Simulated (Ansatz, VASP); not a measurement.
# Two plane-wave programs on TiPt3

File INCAR:

```
PREC     = Accurate       # precision mode
ENCUT    = 520            # plane-wave cutoff, eV
EDIFF    = 1E-7           # SCF threshold, eV
ISMEAR   = 0              # smearing method
SIGMA    = 0.1            # smearing width, eV
LREAL    = F              # projectors in reciprocal space
LASPH    = T              # aspherical terms in the spheres
NELM     = 80             # most SCF steps
ALGO     = Fast           # electronic algorithm
ISIF     = 2              # what is computed and relaxed
LWAVE    = F              # write WAVECAR
LCHARG   = F              # write CHGCAR
GGA      = PS             # functional
NBANDS   = 29             # bands
```

The input KPOINTS:

```
Automatic mesh
0
Gamma
  12 12 12
```

File POSCAR:

```
TiPt3
1.0
    3.6887415961      0.0000000000      0.0000000000
    0.0000000000      3.6887415961      0.0000000000
    0.0000000000      0.0000000000      3.6887415961
Ti Pt
1 3
Direct
    0.0000000000      0.0000000000      0.0000000000
    0.5000000000      0.5000000000      0.0000000000
    0.5000000000      0.0000000000      0.5000000000
    0.0000000000      0.5000000000      0.5000000000
```

Input for Ansatz:

```yaml
crystal:
  lattice:
    - [3.6887415961, 0.0, 0.0]
    - [0.0, 3.6887415961, 0.0]
    - [0.0, 0.0, 3.6887415961]
  atoms:
    - { symbol: Ti, position: [0.0, 0.0, 0.0] }
    - { symbol: Pt, position: [0.5, 0.5, 0.0] }
    - { symbol: Pt, position: [0.5, 0.0, 0.5] }
    - { symbol: Pt, position: [0.0, 0.5, 0.5] }
basis:
  ecutwfc: 420
kpoints:
  mp_grid: { grid: [12, 12, 12] }
hamiltonian:
  xc: pbesol
scf:
  occupations: { method: gaussian, width: 0.1 }
output:
  forces: true
  stress: true
  eigenvalues: true
```

Alike in both runs: task single point; functional PBEsol; k mesh 12 × 12 × 12; occupations gaussian, width 0.1 eV; no spin polarisation.

|  | VASP | Ansatz |
| --- | --- | --- |
| version | VASP 6.6.1 | Ansatz 0.2.0 |
| potentials or method | VASP PAW PBE potentials, release 64 (Ti_sv, Pt), cutoff 520 eV | scalar-relativistic, plane waves, PAW |
| valence electrons in the cell | 42 | 66 |

|  | VASP | Ansatz | Ansatz less VASP |
| --- | --- | --- | --- |
| gap on the k mesh at the Fermi level (eV) | none | none | - |
| pressure (GPa) | 66.8 | 66.9 | +0.09 |

VASP's potentials were made for PBE, not for PBEsol. A gap of «none» marks a metal or a gap that the smearing closes. Both programs put the cell under a high pressure, so it lies far from rest at this level. VASP's potentials hold 42 valence electrons a cell and Ansatz's 66, so a difference there can come from the potentials and not from the codes.

Neither program's run includes spin-orbit coupling. Noted on VASP's run: the cell as given lies far from equilibrium.
